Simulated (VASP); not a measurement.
# InSb3 (Fm-3m) in VASP: single point with PBEsol

Aim: the single point of InSb3 with PBEsol.

All numbers are computed with VASP 6.6.1; they aren't measurements. Logs are shortened: lines on timing, memory, paths and dates and some standing lists are left out, and cuts for length are marked.

## 1. The cell of the first run

Symmetry: Fm-3m, No. 225, cubic system. The conventional cell has a = 7.448 Å, b = 7.448 Å, c = 7.448 Å, α = 90.00°, β = 90.00°, γ = 90.00°. Within 4.2 Å of In (site symmetry m-3m) lie 14 Sb at 3.22 to 3.72 Å. Sb (site symmetry -43m) has 4 In at 3.22 Å and 10 Sb at 3.22 to 3.72 Å within 4.2 Å. Sb (site symmetry m-3m) has 8 Sb at 3.22 Å and 6 In at 3.72 Å within 4.2 Å.

## 2. Single point, PBEsol

POSCAR reads:

```
InSb3
1.0
    0.0000000000      3.7238842498      3.7238842498
    3.7238842498      0.0000000000      3.7238842498
    3.7238842498      3.7238842498      0.0000000000
In Sb
1 3
Direct
    0.0000000000      0.0000000000      0.0000000000
    0.2500000000      0.2500000000      0.2500000000
    0.7500000000      0.7500000000      0.7500000000
    0.5000000000      0.5000000000      0.5000000000
```

INCAR.step1 reads:

```
SYSTEM = InSb3
ALGO = Normal ; EDIFF = 1E-6
ENCUT = 520 ; GGA = PS
ISIF = 2 ; ISMEAR = 0
LASPH = .True. ; LCHARG = .True.
LREAL = .False. ; LWAVE = .False.
NBANDS = 22 ; NELM = 80
PREC = Accurate ; SIGMA = 0.1
```

KPOINTS.step1 reads:

```
k-points
0
Gamma
  10 10 10
  0 0 0
```

INCAR.step2 reads:

```
SYSTEM = InSb3
ALGO = Normal ; EDIFF = 1E-6
ENCUT = 520 ; GGA = PS
ICHARG = 11 ; ISIF = 2
ISMEAR = -5 ; LASPH = .True.
LCHARG = .False. ; LORBIT = 11
LREAL = .False. ; LWAVE = .False.
NBANDS = 22 ; NEDOS = 2001
NELM = 80 ; PREC = Accurate
SIGMA = 0.1
```

KPOINTS.step2 reads:

```
k-points
0
Gamma
  15 15 15
  0 0 0
```

Potentials or basis: VASP PAW PBE potentials, release 64 (In_d, Sb).

Launch:

```bash
> cat potpaw_PBE.64/In_d/POTCAR potpaw_PBE.64/Sb/POTCAR > POTCAR
> cp INCAR.step1 INCAR
> cp KPOINTS.step1 KPOINTS
> mpirun -np 1 vasp_std > vasp.out
> cp INCAR.step2 INCAR
> cp KPOINTS.step2 KPOINTS
> mpirun -np 1 vasp_std > vasp.out
```

OUTCAR:

```text
SYSTEM = InSb3
   EDIFF = 1E-6
   ENCUT = 520
   GGA = PS
   ICHARG = 11
   ISIF = 2
   ISMEAR = -5
   LASPH = .True.
   LORBIT = 11
   LREAL = .False.
   NELM = 80
   PREC = Accurate

 ion  position               nearest neighbor table
   1  0.000  0.000  0.000-   3 3.22   3 3.22   3 3.22   2 3.22   2 3.22   2 3.22   3 3.22   2 3.22
                             4 3.72   4 3.72   4 3.72   4 3.72   4 3.72   4 3.72
   2  0.250  0.250  0.250-   1 3.22   1 3.22   1 3.22   4 3.22   4 3.22   4 3.22   4 3.22   1 3.22
                             3 3.72   3 3.72   3 3.72   3 3.72   3 3.72   3 3.72
   3  0.750  0.750  0.750-   4 3.22   4 3.22   4 3.22   1 3.22   1 3.22   1 3.22   4 3.22   1 3.22
                             2 3.72   2 3.72   2 3.72   2 3.72   2 3.72   2 3.72
   4  0.500  0.500  0.500-   2 3.22   2 3.22   2 3.22   3 3.22   3 3.22   3 3.22   3 3.22   2 3.22
                             1 3.72   1 3.72   1 3.72   1 3.72   1 3.72   1 3.72

  LATTYP: Found a face centered cubic cell.
 ALAT       =     7.4477684996

  Lattice vectors:

 A1 = (   0.0000000000,   3.7238842498,   3.7238842498)
 A2 = (   3.7238842498,   0.0000000000,   3.7238842498)
 A3 = (   3.7238842498,   3.7238842498,   0.0000000000)

Analysis of symmetry for initial positions (statically):
=====================================================================
 Subroutine PRICEL returns:
 Original cell was already a primitive cell.

 Routine SETGRP: Setting up the symmetry group for a
 face centered cubic supercell.

 Subroutine GETGRP returns: Found 48 space group operations
 (whereof 48 operations were pure point group operations)
 out of a pool of 48 trial point group operations.

The static configuration has the point symmetry O_h .

Analysis of symmetry for dynamics (positions and initial velocities):
=====================================================================
 Subroutine PRICEL returns:
 Original cell was already a primitive cell.

 Routine SETGRP: Setting up the symmetry group for a
 face centered cubic supercell.

 Subroutine GETGRP returns: Found 48 space group operations
 (whereof 48 operations were pure point group operations)
 out of a pool of 48 trial point group operations.

The dynamic configuration has the point symmetry O_h .

 Subroutine INISYM returns: Found 48 space group operations
 (whereof 48 operations are pure point group operations),
 and found     1 'primitive' translations

----------------------------------------------------------------------------------------

                                     Primitive cell

  volume of cell :     103.2805

  direct lattice vectors                    reciprocal lattice vectors
     0.000000000  3.723884250  3.723884250    -0.134268405  0.134268405  0.134268405
     3.723884250  0.000000000  3.723884250     0.134268405 -0.134268405  0.134268405
     3.723884250  3.723884250  0.000000000     0.134268405  0.134268405 -0.134268405

  length of vectors
     5.266367611  5.266367611  5.266367611     0.232559700  0.232559700  0.232559700

  position of ions in fractional coordinates (direct lattice)
     0.000000000  0.000000000  0.000000000
     0.250000000  0.250000000  0.250000000
     0.750000000  0.750000000  0.750000000
     0.500000000  0.500000000  0.500000000

  ion indices of the primitive-cell ions
   primitive index   ion index
                 1           1
                 2           2
                 3           3
                 4           4

----------------------------------------------------------------------------------------

 KPOINTS: k-points

Automatic generation of k-mesh.
 Grid dimensions read from file:
 generate k-points for:   15   15   15

 Generating k-lattice:

  Cartesian coordinates                     Fractional coordinates (reciprocal lattice)
    -0.008951227  0.008951227  0.008951227     0.066666667  0.000000000  0.000000000
     0.008951227 -0.008951227  0.008951227     0.000000000  0.066666667  0.000000000
     0.008951227  0.008951227 -0.008951227     0.000000000  0.000000000  0.066666667

  Length of vectors
     0.015503980  0.015503980  0.015503980

  Shift w.r.t. Gamma in fractional coordinates (k-lattice)
     0.000000000  0.000000000  0.000000000

 TETIRR: Found    484 inequivalent tetrahedra from    20250

 Subroutine IBZKPT returns following result:
 ===========================================

 Found    120 irreducible k-points:

 Following reciprocal coordinates:
            Coordinates               Weight
  0.000000  0.000000  0.000000      1.000000
  0.066667  0.000000  0.000000      8.000000
  0.133333  0.000000  0.000000      8.000000
  0.200000  0.000000  0.000000      8.000000
  0.266667  0.000000  0.000000      8.000000
  0.333333  0.000000  0.000000      8.000000
[... 16 lines left out ...]
  0.133333  0.133333  0.000000      6.000000
  0.200000  0.133333  0.000000     24.000000
 [... further k-points ...]
   k-points           NKPTS =    120   k-points in BZ     NKDIM =    120   number of bands    NBANDS=     22
   number of dos      NEDOS =   2001   number of ions     NIONS =      4
   total plane-waves  NPLWV =  64000
   dimension x,y,z NGX =    40 NGY =   40 NGZ =   40
   dimension x,y,z NGXF=    80 NGYF=   80 NGZF=   80
   ions per type =               1   3
   NGX,Y,Z   is equivalent  to a cutoff of  12.63, 12.63, 12.63 a.u.
   NGXF,Y,Z  is equivalent  to a cutoff of  25.25, 25.25, 25.25 a.u.
 SYSTEM =  InSb3
   PREC   = accura    normal or accurate (medium, high low for compatibility)
   ISTART =      0    job   : 0-new  1-cont  2-samecut
   ICHARG =     11    charge: 1-file 2-atom 10-const
   ISPIN  =      1    spin polarized calculation?
   LNONCOLLINEAR =      F non collinear calculations
   LSORBIT =      F    spin-orbit coupling
   LASPH  =      T    aspherical Exc in radial PAW
   ENCUT  =  520.0 eV  38.22 Ry    6.18 a.u.   9.79  9.79  9.79*2*pi/ulx,y,z
   NELM   =     80;   NELMIN=  2; NELMDL=  0     # of ELM steps
   EDIFF  = 0.1E-05   stopping-criterion for ELM
   LREAL  =      F    real-space projection
   EDIFFG = 0.1E-04   stopping-criterion for IOM
   NSW    =      0    number of steps for IOM
   IBRION =     -1    ionic relax: 0-MD 1-quasi-New 2-CG
   NFREE  =      0    steps in history (QN), initial steepest desc. (CG)
   ISIF   =      2    stress and relaxation
   ISYM   =      2    0-nonsym 1-usesym 2-fastsym
   POTIM  = 0.5000    time-step for ionic-motion
   TEBEG  =    0.0;   TEEND  =   0.0 temperature during run
   PSTRESS=    0.0 pullay stress
   NELECT =      28.0000    total number of electrons
   NUPDOWN=      -1.0000    fix difference up-down
   EMIN   =  10.00;   EMAX   =-10.00  energy-range for DOS
   EFERMI =   0.00;   METHOD = LEGACY
   ISMEAR =    -5;   SIGMA  =   0.10  broadening in eV -4-tet -1-fermi 0-gaus
   EFERMI_NEDOS =   21; number of points for ismear=-14 and -15
   IALGO  =     38    algorithm
   IMIX   =      4    mixing-type and parameters
     AMIX     =   0.40;   BMIX     =  1.00
     AMIX_MAG =   1.60;   BMIX_MAG =  1.00
  volume/ion in A,a.u.               =      25.82       174.24
  Fermi-wavevector in a.u.,A,eV,Ry     =   1.059550  2.002259 15.274520  1.122646
  Thomas-Fermi vector in A             =   2.194899
   LORBIT       =     11    0 simple, 1 ext, 2 COOP (PROOUT), +10 PAW based schemes
   GGA     = PS    functional components
   LHFCALC =     F    Hartree Fock is set to
   AEXX    =    0.0000 exact exchange contribution
   IVDW    =     0    specifies the selected vdW correction
   LEPSILON=     F    determine dielectric tensor
   LRPA    =     F    only Hartree local field effects (RPA)
 non-spin polarized calculation
 Fermi weights with tetrahedron method with Bloechl corrections
  energy-cutoff  :      520.00
  volume of cell :      103.28
 maximum number of plane-waves:      2812

 number of electron      28.0000005 magnetization

 Free energy of the ion-electron system (eV)
  ---------------------------------------------------
  ext. energy  EPLUGINS =         0.00000000
  ---------------------------------------------------
  free energy    TOTEN  =       -16.13095149 eV

  energy without entropy =      -16.13095149  energy(sigma->0) =      -16.13095149

 E-fermi :   8.5055     XC(G=0): -10.5050

 val. band max:        8.5994738126   @ k =  -0.4667   0.4667   0.0000
 cond. band min:       8.4075006295   @ k =   0.2000   0.0667   0.0000
 fundamental gap:     -0.1919731830
 Fermi energy:         8.5054828576

 k-point     1 :       0.0000    0.0000    0.0000
  band No.  band energies     occupation
      1      -5.9242      2.00000
      2      -5.9242      2.00000
      3      -5.9242      2.00000
      4      -5.8841      2.00000
      5      -5.8841      2.00000
      6      -4.1269      2.00000
[... 14 lines left out ...]
     21      15.7018      0.00000
     22      15.7018      0.00000

 k-point     2 :       0.0667    0.0000    0.0000
  band No.  band energies     occupation
      1      -5.9250      2.00000
      2      -5.9238      2.00000
      3      -5.9238      2.00000
      4      -5.8842      2.00000
      5      -5.8842      2.00000
      6      -4.0921      2.00000
[... 14 lines left out ...]
     21      15.3432      0.00000
     22      15.6174      0.00000

 k-point     3 :       0.1333    0.0000    0.0000
  band No.  band energies     occupation
      1      -5.9274      2.00000
      2      -5.9228      2.00000
      3      -5.9228      2.00000
      4      -5.8846      2.00000
      5      -5.8846      2.00000
      6      -3.9875      2.00000
[... 14 lines left out ...]
     21      14.4923      0.00000
     22      15.3363      0.00000

 k-point     4 :       0.2000    0.0000    0.0000
  band No.  band energies     occupation
      1      -5.9312      2.00000
      2      -5.9214      2.00000
      3      -5.9214      2.00000
      4      -5.8850      2.00000
      5      -5.8850      2.00000
      6      -3.8138      2.00000
[... 14 lines left out ...]
     21      13.4779      0.00000
     22      14.8308      0.00000

 k-point     5 :       0.2667    0.0000    0.0000
  band No.  band energies     occupation
      1      -5.9358      2.00000
      2      -5.9198      2.00000
      3      -5.9198      2.00000
      4      -5.8853      2.00000
      5      -5.8853      2.00000
      6      -3.5733      2.00000
[... 14 lines left out ...]
     21      13.7087      0.00000
     22      14.2455      0.00000

 k-point     6 :       0.3333    0.0000    0.0000
  band No.  band energies     occupation
      1      -5.9404      2.00000
      2      -5.9185      2.00000
      3      -5.9185      2.00000
      4      -5.8855      2.00000
      5      -5.8855      2.00000
      6      -3.2717      2.00000
[... 14 lines left out ...]
     21      13.2401      0.00000
     22      14.7734      0.00000

 k-point     7 :       0.4000    0.0000    0.0000
  band No.  band energies     occupation
      1      -5.9442      2.00000
      2      -5.9176      2.00000
      3      -5.9176      2.00000
      4      -5.8856      2.00000
      5      -5.8856      2.00000
      6      -2.9265      2.00000
[... 324 lines left out ...]
      6      -3.7100      2.00000
[... 14 lines left out ...]
     21      13.6839      0.00000
     22      14.3440      0.00000

 k-point    21 :      -0.1333    0.0667    0.0000
  band No.  band energies     occupation
      1      -5.9291      2.00000
      2      -5.9223      2.00000
      3      -5.9220      2.00000
      4      -5.8854      2.00000
      5      -5.8843      2.00000
      6      -3.9062      2.00000
[... 14 lines left out ...]
     21      13.9712      0.00000
     22      14.9174      0.00000

 k-point    22 :      -0.0667    0.0667    0.0000
  band No.  band energies     occupation
      1      -5.9264      2.00000
      2      -5.9234      2.00000
      3      -5.9230      2.00000
      4      -5.8847      2.00000
      5      -5.8841      2.00000
      6      -4.0339      2.00000
[... 14 lines left out ...]
     21      14.8703      0.00000
     22      15.3229      0.00000

 k-point    23 :       0.1333    0.1333    0.0000
  band No.  band energies     occupation
      1      -5.9296      2.00000
      2      -5.9216      2.00000
      3      -5.9216      2.00000
      4      -5.8862      2.00000
      5      -5.8835      2.00000
      6      -3.9409      2.00000
[... 14 lines left out ...]
     21      14.7243      0.00000
     22      14.9298      0.00000

 k-point    24 :       0.2000    0.1333    0.0000
  band No.  band energies     occupation
      1      -5.9324      2.00000
      2      -5.9206      2.00000
      3      -5.9202      2.00000
      4      -5.8874      2.00000
      5      -5.8834      2.00000
      6      -3.8134      2.00000
[... 14 lines left out ...]
     21      14.0479      0.00000
     22      14.4864      0.00000

 [... further k-points ...]
[... 5 lines left out ...]
  --------------------------------------------------------------------------------------
  -------------------------------------------------------------------------------------
  Total       -0.1534128     -0.1534128     -0.1534128      0.0000000     -0.0000000      0.0000000
  in kB       -2.3798731     -2.3798731     -2.3798731      0.0000000     -0.0000000      0.0000000
  external PRESSURE =      -2.3798731 kB  Pullay stress =       0.0000000 kB

 VOLUME and BASIS-vectors are now :
 -----------------------------------------------------------------------------
  energy-cutoff  :      520.00
  volume of cell :      103.28
      direct lattice vectors                 reciprocal lattice vectors
     0.000000000  3.723884250  3.723884250    -0.134268405  0.134268405  0.134268405
     3.723884250  0.000000000  3.723884250     0.134268405 -0.134268405  0.134268405
     3.723884250  3.723884250  0.000000000     0.134268405  0.134268405 -0.134268405

 POSITION                                       TOTAL-FORCE (eV/Angst)
 -----------------------------------------------------------------------------------
      0.00000      0.00000      0.00000        -0.000000     -0.000000     -0.000000
      1.86194      1.86194      1.86194        -0.000000     -0.000000      0.000000
      5.58583      5.58583      5.58583         0.000000      0.000000     -0.000000
      3.72388      3.72388      3.72388        -0.000000     -0.000000     -0.000000
 -----------------------------------------------------------------------------------
    total drift:                               -0.000000      0.000000      0.000000

  FREE ENERGIE OF THE ION-ELECTRON SYSTEM (eV)
  ---------------------------------------------------
  free  energy   TOTEN  =       -16.1309514935 eV

  energy  without entropy=      -16.1309514935  energy(sigma->0) =      -16.13095149

 total charge

# of ion       s       p       d       tot
------------------------------------------
    1        0.980   0.497   9.862  11.340
    2        1.238   1.093   0.038   2.369
    3        1.238   1.093   0.038   2.369
    4        1.249   1.039   0.045   2.333
--------------------------------------------------
tot          4.704   3.723   9.983  18.410
```

It took 4 min on 1 thread of Intel Xeon 8259CL, shared host; peak memory 0.41 GiB.

Results:

| Quantity | Value |
| --- | --- |
| Valence electrons inside the program's atomic spheres | In 11.34; Sb 2.37, 2.33 (each value once) |

Caveat: the PAW data sets were made with another functional, which shifts forces and pressure a little; spin-orbit coupling is left out, which moves the levels of the heavy elements.
